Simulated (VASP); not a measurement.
# LiGa (Fd-3m) in VASP: notebook

The runs below take LiGa through single point, relaxation of volume and atoms at fixed shape, with LDA.

All numbers are computed with VASP 6.6.1; they aren't measurements. Logs are shortened: lines on timing, memory, paths and dates and some standing lists are left out, and cuts for length are marked.

### 1 The cell of the first run

It takes space group Fd-3m (No. 227, cubic). The conventional cell has a = 6.034 Å, b = 6.034 Å, c = 6.034 Å, α = 90.00°, β = 90.00°, γ = 90.00°. Li (site symmetry -43m) has 4 Li at 2.61 Å and 10 Ga at 2.61 to 3.02 Å within 3.4 Å. Within 3.4 Å of Ga (site symmetry -43m) lie 10 Li at 2.61 to 3.02 Å and 4 Ga at 2.61 Å.

### 2 Single point, LDA

File INCAR:

```
ALGO = Normal
EDIFF = 1E-6
ENCUT = 520
GGA = CA
ISIF = 2
ISMEAR = -1
LASPH = T
LCHARG = F
LREAL = F
LWAVE = F
NBANDS = 24
NELM = 100
PREC = Accurate
SIGMA = 0.05
```

File KPOINTS:

```
k-points
0
Gamma
  6 6 6
```

File POSCAR:

```
LiGa
1.0
    0.0000000000      3.0172464987      3.0172464987
    3.0172464987      0.0000000000      3.0172464987
    3.0172464987      3.0172464987      0.0000000000
Li Ga
2 2
Direct
    0.5000000000      0.5000000000      0.5000000000
    0.7500000000      0.7500000000      0.7500000000
    0.0000000000      0.0000000000      0.0000000000
    0.2500000000      0.2500000000      0.2500000000
```

Potentials or basis: VASP PAW LDA potentials, release 64 (Li_sv, Ga_d).

Launch:

```console
> cat potpaw_LDA.64/Li_sv/POTCAR potpaw_LDA.64/Ga_d/POTCAR > POTCAR
> mpirun -np 1 vasp_std > vasp.out
```

OUTCAR:

```text
EDIFF = 1E-6
   ENCUT = 520
   GGA = CA
   ISIF = 2
   ISMEAR = -1
   LASPH = T
   LREAL = F
   NELM = 100
   PREC = Accurate

 ion  position               nearest neighbor table
   1  0.500  0.500  0.500-   4 2.61   4 2.61   4 2.61   4 2.61
   2  0.750  0.750  0.750-   3 2.61   3 2.61   3 2.61   3 2.61
   3  0.000  0.000  0.000-   2 2.61   2 2.61   2 2.61   4 2.61   4 2.61   4 2.61   4 2.61   2 2.61

   4  0.250  0.250  0.250-   3 2.61   3 2.61   3 2.61   1 2.61   1 2.61   1 2.61   3 2.61   1 2.61

  LATTYP: Found a face centered cubic cell.
 ALAT       =     6.0344929974

  Lattice vectors:

 A1 = (   0.0000000000,   3.0172464987,   3.0172464987)
 A2 = (   3.0172464987,   0.0000000000,   3.0172464987)
 A3 = (   3.0172464987,   3.0172464987,   0.0000000000)

Analysis of symmetry for initial positions (statically):
=====================================================================
 Subroutine PRICEL returns:
 Original cell was already a primitive cell.

 Routine SETGRP: Setting up the symmetry group for a
 face centered cubic supercell.

 Subroutine GETGRP returns: Found 48 space group operations
 (whereof 24 operations were pure point group operations)
 out of a pool of 48 trial point group operations.

The static configuration has the point symmetry T_d .
 The point group associated with its full space group is O_h .

Analysis of symmetry for dynamics (positions and initial velocities):
=====================================================================
 Subroutine PRICEL returns:
 Original cell was already a primitive cell.

 Routine SETGRP: Setting up the symmetry group for a
 face centered cubic supercell.

 Subroutine GETGRP returns: Found 48 space group operations
 (whereof 24 operations were pure point group operations)
 out of a pool of 48 trial point group operations.

The dynamic configuration has the point symmetry T_d .
 The point group associated with its full space group is O_h .

 Subroutine INISYM returns: Found 48 space group operations
 (whereof 24 operations are pure point group operations),
 and found     1 'primitive' translations

----------------------------------------------------------------------------------------

                                     Primitive cell
[... 80 lines left out ...]
   ISPIN  =      1    spin polarized calculation?
   LNONCOLLINEAR =      F non collinear calculations
   LSORBIT =      F    spin-orbit coupling
   LASPH  =      T    aspherical Exc in radial PAW
   ENCUT  =  520.0 eV  38.22 Ry    6.18 a.u.   7.93  7.93  7.93*2*pi/ulx,y,z
   NELM   =    100;   NELMIN=  2; NELMDL= -5     # of ELM steps
   EDIFF  = 0.1E-05   stopping-criterion for ELM
   LREAL  =      F    real-space projection
   EDIFFG = 0.1E-04   stopping-criterion for IOM
   NSW    =      0    number of steps for IOM
   IBRION =     -1    ionic relax: 0-MD 1-quasi-New 2-CG
   NFREE  =      0    steps in history (QN), initial steepest desc. (CG)
   ISIF   =      2    stress and relaxation
   ISYM   =      2    0-nonsym 1-usesym 2-fastsym
   POTIM  = 0.5000    time-step for ionic-motion
   TEBEG  =    0.0;   TEEND  =   0.0 temperature during run
   PSTRESS=    0.0 pullay stress
   NELECT =      32.0000    total number of electrons
   NUPDOWN=      -1.0000    fix difference up-down
   EMIN   =  10.00;   EMAX   =-10.00  energy-range for DOS
   EFERMI =   0.00;   METHOD = LEGACY
   ISMEAR =    -1;   SIGMA  =   0.05  broadening in eV -4-tet -1-fermi 0-gaus
   EFERMI_NEDOS =   21; number of points for ismear=-14 and -15
   IALGO  =     38    algorithm
   IMIX   =      4    mixing-type and parameters
     AMIX     =   0.40;   BMIX     =  1.00
     AMIX_MAG =   1.60;   BMIX_MAG =  1.00
  volume/ion in A,a.u.               =      13.73        92.68
  Fermi-wavevector in a.u.,A,eV,Ry     =   1.367217  2.583665 25.433120  1.869282
  Thomas-Fermi vector in A             =   2.493289
   LORBIT       =      0    0 simple, 1 ext, 2 COOP (PROOUT), +10 PAW based schemes
   GGA     = CA    functional components
   LHFCALC =     F    Hartree Fock is set to
   AEXX    =    0.0000 exact exchange contribution
   IVDW    =     0    specifies the selected vdW correction
   LEPSILON=     F    determine dielectric tensor
   LRPA    =     F    only Hartree local field effects (RPA)
 non-spin polarized calculation
  energy-cutoff  :      520.00
  volume of cell :       54.94
 maximum number of plane-waves:      1492
   NGX = 15   NGY = 15   NGZ = 15

 number of electron      31.9999988 magnetization

 Free energy of the ion-electron system (eV)
  ---------------------------------------------------
  ext. energy  EPLUGINS =         0.00000000
  ---------------------------------------------------
  free energy    TOTEN  =       -12.77757977 eV

  energy without entropy =      -12.77283763  energy(sigma->0) =      -12.77520870

 E-fermi :   6.0010     XC(G=0): -10.7241

 val. band max:        5.6765958152   @ k =  -0.1667   0.1667   0.0000
 cond. band min:       6.0635235970   @ k =   0.5000   0.5000   0.0000
 fundamental gap:      0.3869277818
 Fermi energy:         6.0009678098

 k-point     1 :       0.0000    0.0000    0.0000
  band No.  band energies     occupation
      1     -40.4923      2.00000
      2     -40.4182      2.00000
      3      -9.8795      2.00000
      4      -9.8795      2.00000
      5      -9.8795      2.00000
      6      -9.8533      2.00000
[... 421 lines left out ...]
     23      15.4772      0.00000
     24      15.4772      0.00000

------------------------ aborting loop because EDIFF is reached ----------------------------------------

  FORCE on cell =-STRESS in cart. coord.  units (eV):
  Direction    XX          YY          ZZ          XY          YZ          ZX
  --------------------------------------------------------------------------------------
  -------------------------------------------------------------------------------------
  Total        0.0209470      0.0209470      0.0209470      0.0000000      0.0000000      0.0000000
  in kB        0.6108991      0.6108991      0.6108991      0.0000000      0.0000000      0.0000000
  external PRESSURE =       0.6108991 kB  Pullay stress =       0.0000000 kB

 VOLUME and BASIS-vectors are now :
 -----------------------------------------------------------------------------
  energy-cutoff  :      520.00
  volume of cell :       54.94
      direct lattice vectors                 reciprocal lattice vectors
     0.000000000  3.017246499  3.017246499    -0.165714005  0.165714005  0.165714005
     3.017246499  0.000000000  3.017246499     0.165714005 -0.165714005  0.165714005
     3.017246499  3.017246499  0.000000000     0.165714005  0.165714005 -0.165714005

 POSITION                                       TOTAL-FORCE (eV/Angst)
 -----------------------------------------------------------------------------------
      3.01725      3.01725      3.01725         0.000000      0.000000      0.000000
      4.52587      4.52587      4.52587        -0.000000     -0.000000     -0.000000
      0.00000      0.00000      0.00000         0.000000     -0.000000      0.000000
      1.50862      1.50862      1.50862         0.000000      0.000000      0.000000
 -----------------------------------------------------------------------------------
    total drift:                               -0.000000      0.000000      0.000000

  FREE ENERGIE OF THE ION-ELECTRON SYSTEM (eV)
  ---------------------------------------------------
  free  energy   TOTEN  =       -12.7775797710 eV

  energy  without entropy=      -12.7728376288  energy(sigma->0) =      -12.77520870
```

stdout:

```text
POSCAR found type information on POSCAR LiGa
 POSCAR found :  2 types and       4 ions
 scaLAPACK will be used
 LDA part: xc-table for (Slater(with rela. corr.)+CA(PZ))
 , standard interpolation
 POSCAR, INCAR and KPOINTS ok, starting setup
 FFT: planning ... GRIDC
 FFT: planning ... GRID_SOFT
 FFT: planning ... GRID
 WAVECAR not read
 entering main loop
```

Wall time 11 s (1 thread of Intel Xeon Platinum 8488C (Sapphire Rapids), shared host); peak memory 0.16 GiB.

Results:

| Property | Result |
| --- | --- |
| Free energy | -12.7776 eV |
| Band gap on the k mesh | zero (bands 16 and 17 overlap by 0.38 eV) |

Levels at points of the mesh, in eV from the Fermi level:
```
           k point  band 13  band 14  band 15  band 16  band 17  band 18  band 19  band 20
(0.00, 0.00, 0.00)   -10.98     0.45     0.45     0.45     0.94     0.94     0.94     0.95
(0.50, 0.00, 0.00)    -9.23    -6.64    -1.17    -1.17     0.09     0.79     0.79     5.23
(0.50, 0.50, 0.00)    -7.59    -7.59    -3.60    -3.60     0.06     0.06     7.76     7.76
```

Caveat: the cutoff is under 1.25 times the usual one of these potentials, so pressure, stress and relaxed cells hold a basis-set (Pulay) error.

### 3 Relaxation of volume and atoms at fixed shape, LDA

This run uses another cell than the first one, of 14.67 Å³/atom.

File INCAR:

```
  ALGO = Normal
  EDIFF = 1E-7
  EDIFFG = -0.03
  ENCUT = 600
  GGA = CA
  IBRION = 2
  ISIF = 8
  ISMEAR = -1
  LASPH = T
  LCHARG = F
  LREAL = F
  LWAVE = F
  NELM = 60
  NSW = 80
  PREC = Accurate
  SIGMA = 0.05
```

KPOINTS is that of step 2.

File POSCAR:

```
LiGa
1.0
    0.0000000000      3.0845000000      3.0845000000
    3.0845000000      0.0000000000      3.0845000000
    3.0845000000      3.0845000000      0.0000000000
Li Ga
2 2
Direct
    0.5000000000      0.5000000000      0.5000000000
    0.7500000000      0.7500000000      0.7500000000
    0.0000000000      0.0000000000      0.0000000000
    0.2500000000      0.2500000000      0.2500000000
```

Potentials or basis: VASP PAW LDA potentials, release 64 (Li_sv, Ga_d).

Launch:

```console
> cat potpaw_LDA.64/Li_sv/POTCAR potpaw_LDA.64/Ga_d/POTCAR > POTCAR
> mpirun -np 1 vasp_std > vasp.out
```

OUTCAR:

```text
EDIFF = 1E-7
   EDIFFG = -0.03
   ENCUT = 600
   GGA = CA
   IBRION = 2
   ISIF = 8
   ISMEAR = -1
   LASPH = T
   LREAL = F
   NELM = 60
   NSW = 80
   PREC = Accurate

 ion  position               nearest neighbor table
   1  0.500  0.500  0.500-   4 2.67   4 2.67   4 2.67   4 2.67
   2  0.750  0.750  0.750-   3 2.67   3 2.67   3 2.67   3 2.67
   3  0.000  0.000  0.000-   2 2.67   2 2.67   2 2.67   4 2.67   4 2.67   4 2.67   4 2.67   2 2.67

   4  0.250  0.250  0.250-   3 2.67   3 2.67   3 2.67   1 2.67   1 2.67   1 2.67   3 2.67   1 2.67

  LATTYP: Found a face centered cubic cell.
 ALAT       =     6.1690000000

  Lattice vectors:

 A1 = (   0.0000000000,   3.0845000000,   3.0845000000)
 A2 = (   3.0845000000,   0.0000000000,   3.0845000000)
 A3 = (   3.0845000000,   3.0845000000,   0.0000000000)

Analysis of symmetry for initial positions (statically):
=====================================================================
 Subroutine PRICEL returns:
 Original cell was already a primitive cell.

 Routine SETGRP: Setting up the symmetry group for a
 face centered cubic supercell.

 Subroutine GETGRP returns: Found 48 space group operations
 (whereof 24 operations were pure point group operations)
 out of a pool of 48 trial point group operations.

The static configuration has the point symmetry T_d .
 The point group associated with its full space group is O_h .

Analysis of symmetry for dynamics (positions and initial velocities):
=====================================================================
 Subroutine PRICEL returns:
 Original cell was already a primitive cell.

 Routine SETGRP: Setting up the symmetry group for a
 face centered cubic supercell.

 Subroutine GETGRP returns: Found 48 space group operations
 (whereof 24 operations were pure point group operations)
 out of a pool of 48 trial point group operations.

[... 101 lines left out ...]
   NFREE  =      1    steps in history (QN), initial steepest desc. (CG)
   ISIF   =      8    stress and relaxation
   ISYM   =      2    0-nonsym 1-usesym 2-fastsym
   POTIM  = 0.5000    time-step for ionic-motion
   TEBEG  =    0.0;   TEEND  =   0.0 temperature during run
   PSTRESS=    0.0 pullay stress
   NELECT =      32.0000    total number of electrons
   NUPDOWN=      -1.0000    fix difference up-down
   EMIN   =  10.00;   EMAX   =-10.00  energy-range for DOS
   EFERMI =   0.00;   METHOD = LEGACY
   ISMEAR =    -1;   SIGMA  =   0.05  broadening in eV -4-tet -1-fermi 0-gaus
   EFERMI_NEDOS =   21; number of points for ismear=-14 and -15
   IALGO  =     38    algorithm
   IMIX   =      4    mixing-type and parameters
     AMIX     =   0.40;   BMIX     =  1.00
     AMIX_MAG =   1.60;   BMIX_MAG =  1.00
  volume/ion in A,a.u.               =      14.67        99.02
  Fermi-wavevector in a.u.,A,eV,Ry     =   1.337406  2.527332 24.336139  1.788656
  Thomas-Fermi vector in A             =   2.465957
   LORBIT       =      0    0 simple, 1 ext, 2 COOP (PROOUT), +10 PAW based schemes
   GGA     = CA    functional components
   LHFCALC =     F    Hartree Fock is set to
   AEXX    =    0.0000 exact exchange contribution
   IVDW    =     0    specifies the selected vdW correction
   LEPSILON=     F    determine dielectric tensor
   LRPA    =     F    only Hartree local field effects (RPA)
 conjugate gradient relaxation of ions
 non-spin polarized calculation
  energy-cutoff  :      600.00
  volume of cell :       58.69
 maximum number of plane-waves:      1980
   NGX = 17   NGY = 17   NGZ = 17

--------------------------------------- Ionic step        1  -------------------------------------------

 number of electron      32.0000002 magnetization

 Free energy of the ion-electron system (eV)
  ---------------------------------------------------
  ext. energy  EPLUGINS =         0.00000000
  ---------------------------------------------------
  free energy    TOTEN  =       -12.73972576 eV

  energy without entropy =      -12.73436711  energy(sigma->0) =      -12.73704643

------------------------ aborting loop because EDIFF is reached ----------------------------------------

  FORCE on cell =-STRESS in cart. coord.  units (eV):
  Direction    XX          YY          ZZ          XY          YZ          ZX
  --------------------------------------------------------------------------------------
  -------------------------------------------------------------------------------------
  Total       -1.1680454     -1.1680454     -1.1680454      0.0000000     -0.0000000      0.0000000
  in kB      -31.8849671    -31.8849671    -31.8849671      0.0000000     -0.0000000      0.0000000
  external PRESSURE =     -31.8849671 kB  Pullay stress =       0.0000000 kB
[... 63 lines left out ...]
--------------------------------------- Ionic step        3  -------------------------------------------

 number of electron      31.9999997 magnetization

 Free energy of the ion-electron system (eV)
  ---------------------------------------------------
  ext. energy  EPLUGINS =         0.00000000
  ---------------------------------------------------
  free energy    TOTEN  =       -12.78006457 eV

  energy without entropy =      -12.77532533  energy(sigma->0) =      -12.77769495

 E-fermi :   5.9918     XC(G=0): -10.7208

 val. band max:        5.6708343334   @ k =  -0.1667   0.1667   0.0000
 cond. band min:       6.0540759992   @ k =   0.5000   0.5000   0.0000
 fundamental gap:      0.3832416658
 Fermi energy:         5.9917823035

 k-point     1 :       0.0000    0.0000    0.0000
  band No.  band energies     occupation
      1     -40.4937      2.00000
      2     -40.4200      2.00000
      3      -9.8853      2.00000
      4      -9.8853      2.00000
      5      -9.8853      2.00000
      6      -9.8591      2.00000
[... 388 lines left out ...]
  FREE ENERGIE OF THE ION-ELECTRON SYSTEM (eV)
  ---------------------------------------------------
  free  energy   TOTEN  =       -12.7800645677 eV

  energy  without entropy=      -12.7753253340  energy(sigma->0) =      -12.77769495

 reached required accuracy - stopping structural energy minimisation
```

OSZICAR:

```text
N       E                     dE             d eps       ncg     rms          rms(c)
DAV:   1     0.180913533631E+03    0.18091E+03   -0.17579E+04   640   0.283E+03
DAV:   2     0.959204637238E+01   -0.17132E+03   -0.16605E+03   648   0.480E+02
DAV:   3    -0.105717198030E+02   -0.20164E+02   -0.19794E+02   960   0.123E+02
[... 29 lines left out ...]
DAV:   6    -0.127800652729E+02   -0.81226E-06   -0.10833E-05   860   0.200E-02    0.690E-03
DAV:   7    -0.127800644947E+02    0.77823E-06   -0.36558E-06  1112   0.162E-02    0.141E-03
DAV:   8    -0.127800646611E+02   -0.16641E-06   -0.65152E-07   844   0.625E-03    0.229E-03
DAV:   9    -0.127800645590E+02    0.10210E-06   -0.16685E-07   600   0.290E-03    0.622E-04
DAV:  10    -0.127800645677E+02   -0.86766E-08   -0.14747E-08   376   0.110E-03
   3 F= -.12780065E+02 E0= -.12777695E+02  d E =-.403388E-01
```

Wall time 42 s (1 thread of Intel Xeon Platinum 8488C (Sapphire Rapids), shared host); peak memory 0.19 GiB.

What came out:

```yaml
Free_energy: -12.7801 eV
Relaxed_volume: 13.74 Å³/atom
Relaxed_cell: a = 4.268 Å, b = 4.268 Å, c = 4.268 Å, α = 60.00°, β = 60.00°, γ = 60.00°
Space_group_after_relaxing_to_0.1_Å: Fd-3m (No. 227)
Energy_gained_by_relaxing: 10.1 meV/atom
Ionic_steps: 3
Pressure_after_relaxing: -0.1 GPa
Band_gap_on_the_k_mesh: zero (bands 16 and 17 overlap by 0.39 eV)
```

Step by step:
```
step  energy change (eV)  largest force (eV/Å)  pressure (GPa)  volume (Å³)
   1              0.0000                0.0000           -3.19        58.69
   2             -0.0348                0.0000           -1.29        56.25
   3             -0.0403                0.0000           -0.07        54.97
```

Final structure:
```
Li Ga
1.0
     0.00000    3.01793    3.01793
     3.01793    0.00000    3.01793
     3.01793    3.01793    0.00000
Li Ga
2 2
Cartesian
  3.0179 3.0179 3.0179
  4.5269 4.5269 4.5269
  0.0000 0.0000 0.0000
  1.5090 1.5090 1.5090
```

Caveat: the cutoff is under 1.25 times the usual one of these potentials, so pressure, stress and relaxed cells hold a basis-set (Pulay) error.
